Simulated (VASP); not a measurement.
# WC (P-6m2) in VASP: single point with PBE

Aim: the single point of WC with PBE.

Program: VASP 6.6.1. These are calculated values, not measurements. Logs are shortened: lines on timing, memory, paths and dates and some standing lists are left out, and cuts for length are marked.

**1. The cell of the first run**

Symmetry: P-6m2, No. 187, hexagonal system. The conventional cell has a = 2.907 Å, b = 2.907 Å, c = 2.837 Å, α = 90.00°, β = 90.00°, γ = 120.00°. W (site symmetry -6m2) has 6 C at 2.20 Å and 8 W at 2.84 to 2.91 Å within 3.0 Å. C (site symmetry -6m2) has 6 W at 2.20 Å and 8 C at 2.84 to 2.91 Å within 3.0 Å.

**2. Single point, PBE**

INCAR

```
ALGO = Normal ; EDIFF = 1E-6
ENCUT = 600 ; GGA = PE
GGA_COMPAT = False ; ISIF = 2
ISMEAR = -1 ; LASPH = True
LCHARG = False ; LREAL = False
LWAVE = False ; NBANDS = 86
NELM = 120 ; PREC = Accurate
SIGMA = 0.1
```

KPOINTS

```
k-points
0
Gamma
  3 3 3
```

POSCAR

```
WC
1.0
    5.8130000045      0.0000000000      0.0000000000
   -2.9065000023      5.0342056761      0.0000000000
    0.0000000000      0.0000000000      5.6732000000
W C
8 8
Direct
    0.0000000000      0.0000000000      0.0000000000
    0.0000000000      0.0000000000      0.5000000000
    0.0000000000      0.5000000000      0.0000000000
    0.0000000000      0.5000000000      0.5000000000
    0.5000000000      0.0000000000      0.0000000000
    0.5000000000      0.0000000000      0.5000000000
    0.5000000000      0.5000000000      0.0000000000
    0.5000000000      0.5000000000      0.5000000000
    0.3333333333      0.1666666667      0.2500000000
    0.3333333333      0.1666666667      0.7500000000
    0.3333333333      0.6666666667      0.2500000000
    0.3333333333      0.6666666667      0.7500000000
    0.8333333333      0.1666666667      0.2500000000
    0.8333333333      0.1666666667      0.7500000000
    0.8333333333      0.6666666667      0.2500000000
    0.8333333333      0.6666666667      0.7500000000
```

Potentials or basis: VASP PAW PBE potentials, release 64 (W_sv, C).

Run with:

```sh
$ cat potpaw_PBE.64/W_sv/POTCAR potpaw_PBE.64/C/POTCAR > POTCAR
$ mpirun -np 1 vasp_std > vasp.out
```

OUTCAR:

```text
EDIFF = 1E-6
   ENCUT = 600
   GGA = PE
   ISIF = 2
   ISMEAR = -1
   LASPH = True
   LREAL = False
   NELM = 120
   PREC = Accurate

 ion  position               nearest neighbor table
   1  0.000  0.000  0.000-   9 2.20  10 2.20  15 2.20  16 2.20  13 2.20  14 2.20   2 2.84   2 2.84
                             7 2.91   7 2.91   5 2.91   5 2.91   3 2.91   3 2.91
   2  0.000  0.000  0.500-   9 2.20  10 2.20  15 2.20  16 2.20  13 2.20  14 2.20   1 2.84   1 2.84
                             8 2.91   8 2.91   6 2.91   6 2.91   4 2.91   4 2.91
   3  0.000  0.500  0.000-  11 2.20  12 2.20  13 2.20  14 2.20  15 2.20  16 2.20   4 2.84   4 2.84
                             5 2.91   5 2.91   7 2.91   7 2.91   1 2.91   1 2.91
   4  0.000  0.500  0.500-  11 2.20  12 2.20  13 2.20  14 2.20  15 2.20  16 2.20   3 2.84   3 2.84
                             6 2.91   6 2.91   8 2.91   8 2.91   2 2.91   2 2.91
   5  0.500  0.000  0.000-  13 2.20  14 2.20  11 2.20  12 2.20   9 2.20  10 2.20   6 2.84   6 2.84
                             3 2.91   3 2.91   1 2.91   1 2.91   7 2.91   7 2.91
   6  0.500  0.000  0.500-  13 2.20  14 2.20  11 2.20  12 2.20   9 2.20  10 2.20   5 2.84   5 2.84
                             4 2.91   4 2.91   2 2.91   2 2.91   8 2.91   8 2.91
   7  0.500  0.500  0.000-  15 2.20  16 2.20   9 2.20  10 2.20  11 2.20  12 2.20   8 2.84   8 2.84
                             1 2.91   1 2.91   3 2.91   3 2.91   5 2.91   5 2.91
   8  0.500  0.500  0.500-  15 2.20  16 2.20   9 2.20  10 2.20  11 2.20  12 2.20   7 2.84   7 2.84
                             2 2.91   2 2.91   4 2.91   4 2.91   6 2.91   6 2.91
   9  0.333  0.167  0.250-   1 2.20   2 2.20   7 2.20   8 2.20   5 2.20   6 2.20
  10  0.333  0.167  0.750-   1 2.20   2 2.20   7 2.20   8 2.20   5 2.20   6 2.20
  11  0.333  0.667  0.250-   3 2.20   4 2.20   5 2.20   6 2.20   7 2.20   8 2.20
  12  0.333  0.667  0.750-   3 2.20   4 2.20   5 2.20   6 2.20   7 2.20   8 2.20
  13  0.833  0.167  0.250-   5 2.20   6 2.20   3 2.20   4 2.20   1 2.20   2 2.20
  14  0.833  0.167  0.750-   5 2.20   6 2.20   3 2.20   4 2.20   1 2.20   2 2.20
  15  0.833  0.667  0.250-   7 2.20   8 2.20   1 2.20   2 2.20   3 2.20   4 2.20
  16  0.833  0.667  0.750-   7 2.20   8 2.20   1 2.20   2 2.20   3 2.20   4 2.20

  LATTYP: Found a hexagonal cell.
 ALAT       =     5.8130000045
 C/A-ratio  =     0.9759504551

  Lattice vectors:

 A1 = (   5.8130000045,   0.0000000000,   0.0000000000)
 A2 = (  -2.9065000023,   5.0342056761,   0.0000000000)
 A3 = (   0.0000000000,   0.0000000000,   5.6732000000)

Analysis of symmetry for initial positions (statically):
=====================================================================
 Subroutine PRICEL returns following result:

  LATTYP: Found a hexagonal cell.
 ALAT       =     2.9065000023
 C/A-ratio  =     0.9759504551

  Lattice vectors:

 A1 = (   2.9065000023,   0.0000000000,   0.0000000000)
 A2 = (  -1.4532500012,   2.5171028381,   0.0000000000)
 A3 = (   0.0000000000,   0.0000000000,   2.8366000000)

   8 primitive cells build up your supercell.

 Routine SETGRP: Setting up the symmetry group for a
 hexagonal supercell.

 Subroutine GETGRP returns: Found 12 space group operations
 (whereof 12 operations were pure point group operations)
 out of a pool of 24 trial point group operations.

The static configuration has the point symmetry D_3h.

Analysis of symmetry for dynamics (positions and initial velocities):
=====================================================================
 Subroutine PRICEL returns following result:

  LATTYP: Found a hexagonal cell.
 ALAT       =     2.9065000023
 C/A-ratio  =     0.9759504551

  Lattice vectors:

 A1 = (   2.9065000023,   0.0000000000,   0.0000000000)
 A2 = (  -1.4532500012,   2.5171028381,   0.0000000000)
 A3 = (   0.0000000000,   0.0000000000,   2.8366000000)

   8 primitive cells build up your supercell.

 Routine SETGRP: Setting up the symmetry group for a
 hexagonal supercell.

 Subroutine GETGRP returns: Found 12 space group operations
 (whereof 12 operations were pure point group operations)
 out of a pool of 24 trial point group operations.

The dynamic configuration has the point symmetry D_3h.

 Subroutine INISYM returns: Found 12 space group operations
 (whereof 12 operations are pure point group operations),
 and found     8 'primitive' translations

----------------------------------------------------------------------------------------

                                     Primitive cell

  volume of cell :      20.7525

  direct lattice vectors                    reciprocal lattice vectors
     2.906500002  0.000000000  0.000000000     0.344056425  0.198641070  0.000000000
    -1.453250001  2.517102838  0.000000000     0.000000000  0.397282139  0.000000000
     0.000000000  0.000000000  2.836600000     0.000000000  0.000000000  0.352534725

  length of vectors
     2.906500002  2.906500002  2.836600000     0.397282139  0.397282139  0.352534725

  position of ions in fractional coordinates (direct lattice)
     0.000000000  0.000000000  0.000000000
     0.666666667  0.333333333  0.500000000

  ion indices of the primitive-cell ions
   primitive index   ion index
                 1           1
                 2          13

----------------------------------------------------------------------------------------

 KPOINTS: k-points

Automatic generation of k-mesh.
 Grid dimensions read from file:
 generate k-points for:    3    3    3

 Generating k-lattice:

  Cartesian coordinates                     Fractional coordinates (reciprocal lattice)
     0.057342737  0.033106845  0.000000000     0.333333333  0.000000000  0.000000000
     0.000000000  0.066213690  0.000000000     0.000000000  0.333333333  0.000000000
     0.000000000  0.000000000  0.058755787     0.000000000  0.000000000  0.333333333

  Length of vectors
     0.066213690  0.066213690  0.058755787

  Shift w.r.t. Gamma in fractional coordinates (k-lattice)
     0.000000000  0.000000000  0.000000000

 Subroutine IBZKPT returns following result:
 ===========================================

 Found      6 irreducible k-points:

 Following reciprocal coordinates:
            Coordinates               Weight
  0.000000  0.000000  0.000000      1.000000
  0.333333 -0.000000  0.000000      6.000000
  0.333333  0.333333  0.000000      2.000000
  0.000000  0.000000  0.333333      2.000000
  0.333333 -0.000000  0.333333     12.000000
  0.333333  0.333333  0.333333      4.000000
   k-points           NKPTS =      6   k-points in BZ     NKDIM =      6   number of bands    NBANDS=     86
   number of dos      NEDOS =    301   number of ions     NIONS =     16
   total plane-waves  NPLWV = 110592
   dimension x,y,z NGX =    48 NGY =   48 NGZ =   48
   dimension x,y,z NGXF=    96 NGYF=   96 NGZF=   96
   ions per type =               8   8
   NGX,Y,Z   is equivalent  to a cutoff of  13.73, 13.73, 14.07 a.u.
   NGXF,Y,Z  is equivalent  to a cutoff of  27.46, 27.46, 28.13 a.u.
 SYSTEM =  unknown system
   PREC   = accura    normal or accurate (medium, high low for compatibility)
   ISTART =      0    job   : 0-new  1-cont  2-samecut
   ICHARG =      2    charge: 1-file 2-atom 10-const
   ISPIN  =      1    spin polarized calculation?
   LNONCOLLINEAR =      F non collinear calculations
   LSORBIT =      F    spin-orbit coupling
   LASPH  =      T    aspherical Exc in radial PAW
   ENCUT  =  600.0 eV  44.10 Ry    6.64 a.u.  11.61 11.61 11.33*2*pi/ulx,y,z
   NELM   =    120;   NELMIN=  2; NELMDL= -5     # of ELM steps
   EDIFF  = 0.1E-05   stopping-criterion for ELM
   LREAL  =      F    real-space projection
   EDIFFG = 0.1E-04   stopping-criterion for IOM
   NSW    =      0    number of steps for IOM
   IBRION =     -1    ionic relax: 0-MD 1-quasi-New 2-CG
   NFREE  =      0    steps in history (QN), initial steepest desc. (CG)
   ISIF   =      2    stress and relaxation
   ISYM   =      2    0-nonsym 1-usesym 2-fastsym
   POTIM  = 0.5000    time-step for ionic-motion
   TEBEG  =    0.0;   TEEND  =   0.0 temperature during run
   PSTRESS=    0.0 pullay stress
   NELECT =     144.0000    total number of electrons
   NUPDOWN=      -1.0000    fix difference up-down
   EMIN   =  10.00;   EMAX   =-10.00  energy-range for DOS
   EFERMI =   0.00;   METHOD = LEGACY
   ISMEAR =    -1;   SIGMA  =   0.10  broadening in eV -4-tet -1-fermi 0-gaus
   EFERMI_NEDOS =   21; number of points for ismear=-14 and -15
   IALGO  =     38    algorithm
   IMIX   =      4    mixing-type and parameters
     AMIX     =   0.40;   BMIX     =  1.00
     AMIX_MAG =   1.60;   BMIX_MAG =  1.00
  volume/ion in A,a.u.               =      10.38        70.02
  Fermi-wavevector in a.u.,A,eV,Ry     =   1.561262  2.950358 33.164744  2.437540
  Thomas-Fermi vector in A             =   2.664353
   LORBIT       =      0    0 simple, 1 ext, 2 COOP (PROOUT), +10 PAW based schemes
   GGA     = PE    functional components
   LHFCALC =     F    Hartree Fock is set to
   AEXX    =    0.0000 exact exchange contribution
   IVDW    =     0    specifies the selected vdW correction
   LEPSILON=     F    determine dielectric tensor
   LRPA    =     F    only Hartree local field effects (RPA)
 non-spin polarized calculation
  energy-cutoff  :      600.00
  volume of cell :      166.02
 maximum number of plane-waves:      5561
 NGX is ok and might be reduce to    48
   NGX = 23   NGY = 23   NGZ = 23

 number of electron     144.0000003 magnetization

 Free energy of the ion-electron system (eV)
  ---------------------------------------------------
  ext. energy  EPLUGINS =         0.00000000
  ---------------------------------------------------
  free energy    TOTEN  =      -179.56465504 eV

  energy without entropy =     -179.46457448  energy(sigma->0) =     -179.51461476

 E-fermi :  11.2636     XC(G=0): -13.7995

 val. band max:       11.1647006291   @ k =   0.0000   0.0000   0.0000
 cond. band min:      11.3246789610   @ k =   0.0000   0.0000   0.3333
 fundamental gap:      0.1599783319
 Fermi energy:        11.2636069266

 k-point     1 :       0.0000    0.0000    0.0000
  band No.  band energies     occupation
      1     -62.9244      2.00000
      2     -62.8835      2.00000
      3     -62.8661      2.00000
      4     -62.8661      2.00000
      5     -62.8661      2.00000
      6     -62.8266      2.00000
[... 511 lines left out ...]
     83      15.2666      0.00000
     84      15.3130      0.00000
 [bands above 84 left out]

------------------------ aborting loop because EDIFF is reached ----------------------------------------

  FORCE on cell =-STRESS in cart. coord.  units (eV):
  Direction    XX          YY          ZZ          XY          YZ          ZX
  --------------------------------------------------------------------------------------
  -------------------------------------------------------------------------------------
  Total        7.8943021      7.8943021      5.0394875     -0.0000000      0.0000000      0.0000000
  in kB       76.1842072     76.1842072     48.6337306     -0.0000000      0.0000000      0.0000000
  external PRESSURE =      67.0007150 kB  Pullay stress =       0.0000000 kB

 VOLUME and BASIS-vectors are now :
 -----------------------------------------------------------------------------
  energy-cutoff  :      600.00
  volume of cell :      166.02
      direct lattice vectors                 reciprocal lattice vectors
     5.813000005  0.000000000  0.000000000     0.172028212  0.099320535  0.000000000
    -2.906500002  5.034205676  0.000000000     0.000000000  0.198641070  0.000000000
     0.000000000  0.000000000  5.673200000     0.000000000  0.000000000  0.176267362

 POSITION                                       TOTAL-FORCE (eV/Angst)
 -----------------------------------------------------------------------------------
      0.00000      0.00000      0.00000        -0.000000     -0.000000     -0.000000
      0.00000      0.00000      2.83660        -0.000000      0.000000      0.000000
     -1.45325      2.51710      0.00000         0.000000     -0.000000     -0.000000
     -1.45325      2.51710      2.83660        -0.000000      0.000000      0.000000
      2.90650      0.00000      0.00000        -0.000000     -0.000000     -0.000000
      2.90650      0.00000      2.83660        -0.000000      0.000000      0.000000
[... 8 lines left out ...]
      2.90650      3.35614      1.41830         0.000000     -0.000000      0.000000
      2.90650      3.35614      4.25490         0.000000     -0.000000      0.000000
 -----------------------------------------------------------------------------------
    total drift:                                0.000001     -0.000001      0.000000

  FREE ENERGIE OF THE ION-ELECTRON SYSTEM (eV)
  ---------------------------------------------------
  free  energy   TOTEN  =      -179.5646550412 eV

  energy  without entropy=     -179.4645744791  energy(sigma->0) =     -179.51461476
```

Run time: 1.8 min. Hardware: 1 thread of Intel Xeon Platinum 8375C at 2.90GHz (Ice Lake), shared host; peak memory 0.35 GiB.

What came out:

```yaml
Free_energy: -179.5647 eV
Pressure: 6.7 GPa
Band_gap_on_the_k_mesh: zero (bands 72 and 73 overlap by 0.37 eV)
```

Stress tensor (GPa, compression positive):
```
7.62 0.00 0.00
0.00 7.62 0.00
0.00 0.00 4.86
```

Caveat: the k points lie up to 0.42 Å⁻¹ apart; spin-orbit coupling is left out, which moves the levels of the heavy elements.
